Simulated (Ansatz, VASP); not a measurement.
**SiC in VASP and in Ansatz**

```
CELL_PARAMETERS angstrom
0.00000 2.17400 2.17400
2.17400 0.00000 2.17400
2.17400 2.17400 0.00000
ATOMIC_POSITIONS crystal
Si 0.89650 0.89650 0.03031
C 0.75000 0.75000 0.75000
```

Alike in both runs: task single point; functional r2SCAN; k mesh 12 × 12 × 12; occupations gaussian, width 0.05 eV; no spin polarisation.

|  | VASP | Ansatz |
| --- | --- | --- |
| version | VASP 6.6.1 | Ansatz 0.2.0 |
| potentials or method | VASP PAW PBE potentials, release 64 (Si, C), cutoff 520 eV | scalar-relativistic, plane waves, PAW |
| valence electrons in the cell | 8 | 8 |

VASP gave:

| Property | Result |
| --- | --- |
| gap on the k mesh at the Fermi level (eV) | none |
| rms of the force components (eV/Å) | 10.855 |

Task: What did Ansatz give for the same quantities?

Result: gap on the k mesh at the Fermi level (eV): none; rms of the force components (eV/Å): 10.979.

VASP's potentials were made for PBE, not for r2SCAN. Atom by atom the forces differ by 0.125 eV/Å (rms over components). A gap of «none» marks a metal or a gap that the smearing closes. The functional is the same, so the differences come from potentials, cutoffs and numerics.
